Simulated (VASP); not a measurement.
# Al2Cu (P4/mmm) in VASP: vibrations by perturbation theory with PBEsol

Aim: the vibrations by perturbation theory of Al2Cu with PBEsol.

All numbers are computed with VASP 6.6.1; they aren't measurements. Logs are shortened: lines on timing, memory, paths and dates and some standing lists are left out, and cuts for length are marked.

**1. The cell of the first run**

The structure is tetragonal, space group P4/mmm (No. 123). The conventional cell has a = 4.084 Å, b = 4.084 Å, c = 2.846 Å, α = 90.00°, β = 90.00°, γ = 90.00°. Within 3.3 Å of Al (site symmetry mmm) lie 4 Cu at 2.49 Å and 6 Al at 2.85 to 2.89 Å. Within 3.3 Å of Cu (site symmetry 4/mmm) lie 8 Al at 2.49 Å and 2 Cu at 2.85 Å.

**2. Vibrations by perturbation theory, PBEsol**

The input, INCAR:

```
PREC     = Accurate       # precision mode
ENCUT    = 520            # plane-wave cutoff, eV
EDIFF    = 1E-8           # SCF threshold, eV
ISMEAR   = 0              # smearing method
SIGMA    = 0.15           # smearing width, eV
LREAL    = False          # projectors in reciprocal space
LASPH    = True           # aspherical terms in the spheres
NELM     = 80             # most SCF steps
ALGO     = Normal         # electronic algorithm
ISIF     = 2              # what is computed and relaxed
LWAVE    = False          # write WAVECAR
LCHARG   = False          # write CHGCAR
GGA      = PS             # functional
NBANDS   = 16             # bands
IBRION   = 8              # ionic algorithm
NSW      = 1              # ionic steps
LUSENCCL = False
```

The input, KPOINTS:

```
regular mesh
0
Gamma
  10 10 14
```

The input, POSCAR:

```
Al2Cu
1.0
    4.0842078946      0.0000000000      0.0000000000
    0.0000000000      4.0842078946      0.0000000000
    0.0000000000      0.0000000000      2.8458943809
Al Cu
2 1
Direct
    0.5000000000      0.0000000000      0.5000000000
    0.0000000000      0.5000000000      0.5000000000
    0.0000000000      0.0000000000      0.0000000000
```

Potentials or basis: VASP PAW PBE potentials, release 64 (Al, Cu).

Run with:

```
$ cat potpaw_PBE.64/Al/POTCAR potpaw_PBE.64/Cu/POTCAR > POTCAR
$ mpirun -np 1 vasp_std > vasp.out
```

OUTCAR:

```text
PREC = Accurate
   ENCUT = 520
   EDIFF = 1E-8
   ISMEAR = 0
   LREAL = False
   LASPH = True
   NELM = 80
   ISIF = 2
   GGA = PS
   IBRION = 8
   NSW = 1

 ion  position               nearest neighbor table
   1  0.500  0.000  0.500-   3 2.49   3 2.49   3 2.49   3 2.49   2 2.89   2 2.89   2 2.89   2 2.89

   2  0.000  0.500  0.500-   3 2.49   3 2.49   3 2.49   3 2.49   1 2.89   1 2.89   1 2.89   1 2.89

   3  0.000  0.000  0.000-   1 2.49   2 2.49   1 2.49   2 2.49   2 2.49   2 2.49   1 2.49   1 2.49

  LATTYP: Found a simple tetragonal cell.
 ALAT       =     4.0842078946
 C/A-ratio  =     0.6968044856

  Lattice vectors:

 A1 = (   4.0842078946,   0.0000000000,   0.0000000000)
 A2 = (   0.0000000000,   4.0842078946,   0.0000000000)
 A3 = (   0.0000000000,   0.0000000000,   2.8458943809)

Analysis of symmetry for initial positions (statically):
=====================================================================
 Subroutine PRICEL returns:
 Original cell was already a primitive cell.

 Routine SETGRP: Setting up the symmetry group for a
 simple tetragonal supercell.

 Subroutine GETGRP returns: Found 16 space group operations
 (whereof 16 operations were pure point group operations)
 out of a pool of 16 trial point group operations.

The static configuration has the point symmetry D_4h.

Analysis of symmetry for dynamics (positions and initial velocities):
=====================================================================
 Subroutine PRICEL returns:
 Original cell was already a primitive cell.

 Routine SETGRP: Setting up the symmetry group for a
 simple tetragonal supercell.

 Subroutine GETGRP returns: Found 16 space group operations
 (whereof 16 operations were pure point group operations)
 out of a pool of 16 trial point group operations.

The dynamic configuration has the point symmetry D_4h.

 Subroutine INISYM returns: Found 16 space group operations
 (whereof 16 operations are pure point group operations),
 and found     1 'primitive' translations

----------------------------------------------------------------------------------------

                                     Primitive cell

  volume of cell :      47.4717

  direct lattice vectors                    reciprocal lattice vectors
     4.084207895  0.000000000  0.000000000     0.244845519  0.000000000  0.000000000
     0.000000000  4.084207895  0.000000000     0.000000000  0.244845519  0.000000000
     0.000000000  0.000000000  2.845894381     0.000000000  0.000000000  0.351383385

  length of vectors
     4.084207895  4.084207895  2.845894381     0.244845519  0.244845519  0.351383385

  position of ions in fractional coordinates (direct lattice)
     0.500000000  0.000000000  0.500000000
     0.000000000  0.500000000  0.500000000
     0.000000000  0.000000000  0.000000000

  ion indices of the primitive-cell ions
   primitive index   ion index
                 1           1
                 2           2
                 3           3

----------------------------------------------------------------------------------------

 KPOINTS: regular mesh

Automatic generation of k-mesh.
 Grid dimensions read from file:
 generate k-points for:   10   10   14

 Generating k-lattice:

[... 90 lines left out ...]
   LEPSILON=     F    determine dielectric tensor
   LRPA    =     F    only Hartree local field effects (RPA)
 non-spin polarized calculation
 Gauss-broadening in eV      SIGMA  =   0.15
  energy-cutoff  :      520.00
  volume of cell :       47.47
 maximum number of plane-waves:      1294
   NGX = 15   NGY = 15   NGZ = 11

--------------------------------------- Ionic step        1  -------------------------------------------

 number of electron      16.9999981 magnetization

 Free energy of the ion-electron system (eV)
  ---------------------------------------------------
  ext. energy  EPLUGINS =         0.00000000
  ---------------------------------------------------
  free energy    TOTEN  =       -12.57212511 eV

  energy without entropy =      -12.56213033  energy(sigma->0) =      -12.56712772

 E-fermi :   7.3195     XC(G=0): -10.5935

 val. band max:        7.3103416622   @ k =   0.4000   0.4000   0.4286
 cond. band min:       7.3288852414   @ k =   0.2000   0.1000   0.5000
 fundamental gap:      0.0185435791
 Fermi energy:         7.3194592776

 k-point     1 :       0.0000    0.0000    0.0000
  band No.  band energies     occupation
      1      -3.3727      2.00000
      2       1.7855      2.00000
      3       2.2942      2.00000
      4       2.9811      2.00000
      5       3.2023      2.00000
      6       3.2023      2.00000
[... 433 lines left out ...]
      3       2.2672      2.00000
      4       2.9014      2.00000
      5       3.0493      2.00000
      6       3.1201      2.00000
[... 8 lines left out ...]
     15      17.4699      0.00000
     16      17.7698      0.00000

 [... further k-points ...]
[... 5 lines left out ...]
  --------------------------------------------------------------------------------------
  -------------------------------------------------------------------------------------
  Total        0.0855095      0.0855095      0.0919364      0.0000000      0.0000000      0.0000000
  in kB        2.8859611      2.8859611      3.1028689      0.0000000      0.0000000      0.0000000
  external PRESSURE =       2.9582637 kB  Pullay stress =       0.0000000 kB

 VOLUME and BASIS-vectors are now :
 -----------------------------------------------------------------------------
  energy-cutoff  :      520.00
  volume of cell :       47.47
      direct lattice vectors                 reciprocal lattice vectors
     4.084207895  0.000000000  0.000000000     0.244845519  0.000000000  0.000000000
     0.000000000  4.084207895  0.000000000     0.000000000  0.244845519  0.000000000
     0.000000000  0.000000000  2.845894381     0.000000000  0.000000000  0.351383385

 POSITION                                       TOTAL-FORCE (eV/Angst)
 -----------------------------------------------------------------------------------
      2.04210      0.00000      1.42295         0.000000      0.000000      0.000000
      0.00000      2.04210      1.42295         0.000000      0.000000      0.000000
      0.00000      0.00000      0.00000         0.000000      0.000000      0.000000
 -----------------------------------------------------------------------------------
    total drift:                               -0.000000     -0.000000     -0.000000

  FREE ENERGIE OF THE ION-ELECTRON SYSTEM (eV)
  ---------------------------------------------------
  free  energy   TOTEN  =       -12.5721251146 eV

  energy  without entropy=      -12.5621303282  energy(sigma->0) =      -12.56712772

[... ionic steps 2 to 9 ...]

--------------------------------------- Ionic step       10  -------------------------------------------

------------------------ aborting loop because EDIFF is reached ----------------------------------------

[... ionic steps 11 to 11 ...]

--------------------------------------- Ionic step       12  -------------------------------------------

 Free energy of the ion-electron system (eV)
  ---------------------------------------------------
  ---------------------------------------------------
  free energy    TOTEN  =        -0.23752900 eV

  energy without entropy =       -0.23752900

------------------------ aborting loop because EDIFF is reached ----------------------------------------

 INTERNAL STRAIN TENSOR  FOR ION    3  DIRECTION 3   (eV/Angst):
 -----------------------------------------------------------------------------
     0.00319  0.00000  0.00000
     0.00000  0.00319 -0.00000
     0.00000  0.00000  0.05819

 INTERNAL STRAIN TENSOR FOR ION    3 for displacements in x,y,z  (eV/Angst):
          X           Y           Z          XY          YZ          ZX
  --------------------------------------------------------------------------------
  x     0.00000     0.00000     0.00000     0.00000     0.00000     0.00000
  y     0.00000     0.00000     0.00000     0.00000     0.00000     0.00000
  z     0.00000     0.00000     0.00000     0.00000     0.00000     0.00000

 SECOND DERIVATIVES (NOT SYMMETRIZED)
 ------------------------------------
               1X          1Y          1Z          2X          2Y          2Z          3X          3Y          3Z
  1X    -9.543781    0.000000    0.000000    2.362824    0.000000    0.000000    7.180957    0.000000    0.000000
  1Y     0.000000   -2.116219    0.000000    0.000000    2.346055    0.000000    0.000000   -0.229836    0.000000
  1Z     0.000000    0.000000   -3.209625    0.000000    0.000000    0.159620    0.000000    0.000000    3.050006
  2X     2.346055    0.000000    0.000000   -2.116219    0.000000    0.000000   -0.229836    0.000000    0.000000
  2Y     0.000000    2.362824    0.000000    0.000000   -9.543781    0.000000    0.000000    7.180957    0.000000
  2Z     0.000000    0.000000    0.159620    0.000000    0.000000   -3.209625    0.000000    0.000000    3.050006
  3X     7.173543    0.000000    0.000000   -0.266965    0.000000    0.000000   -6.906578    0.000000    0.000000
  3Y     0.000000   -0.266965    0.000000    0.000000    7.173543    0.000000    0.000000   -6.906578    0.000000
  3Z     0.000000   -0.000000    3.041607    0.000000    0.000000    3.041607   -0.000000    0.000000   -6.083214

 Eigenvectors and eigenvalues of the dynamical matrix
 ----------------------------------------------------

   1 f  =   10.608176 THz    66.653136 2PiTHz  353.850667 cm-1    43.871872 meV
             X         Y         Z           dx          dy          dz
      2.042104  0.000000  1.422947    -0.876180   -0.000000   -0.000000
      0.000000  2.042104  1.422947     0.206980    0.000000    0.000000
      0.000000  0.000000  0.000000     0.435278   -0.000000    0.000000
[... 43 lines left out ...]
   9 f/i=    0.016372 THz     0.102870 2PiTHz    0.546120 cm-1     0.067710 meV
             X         Y         Z           dx          dy          dz
      2.042104  0.000000  1.422947     0.063043   -0.472219   -0.000000
      0.000000  2.042104  1.422947     0.062714   -0.474699   -0.000000
      0.000000  0.000000  0.000000     0.097080   -0.730985   -0.000000

--------------------------------------------------------------------------------------------------------

 ELASTIC MODULI CONTR FROM IONIC RELAXATION (kBar)
 Direction    XX          YY          ZZ          XY          YZ          ZX
 --------------------------------------------------------------------------------
 XX           0.0000      0.0000      0.0000      0.0000      0.0000      0.0000
 YY           0.0000      0.0000      0.0000      0.0000      0.0000      0.0000
 ZZ           0.0000      0.0000      0.0000      0.0000      0.0000      0.0000
 XY           0.0000      0.0000      0.0000      0.0000      0.0000      0.0000
 YZ           0.0000      0.0000      0.0000      0.0000      0.0000      0.0000
 ZX           0.0000      0.0000      0.0000      0.0000      0.0000      0.0000
 --------------------------------------------------------------------------------
```

Wall time 26 min (1 × NVIDIA H100 80GB with 1 thread of AMD EPYC 7R13 (Zen 3), shared host); peak memory 1.6 GiB.

What came out:

| Quantity | Value |
| --- | --- |
| Highest phonon frequency at Γ | 354 cm⁻¹ |

Phonon frequencies in cm⁻¹ (negative: imaginary):
```tsv
q point	frequencies
(0.000, 0.000, 0.000)	-1 -1 0 148 148 184 238 354 354
```

Caveat: the PAW data sets were made with another functional, which shifts forces and pressure a little.
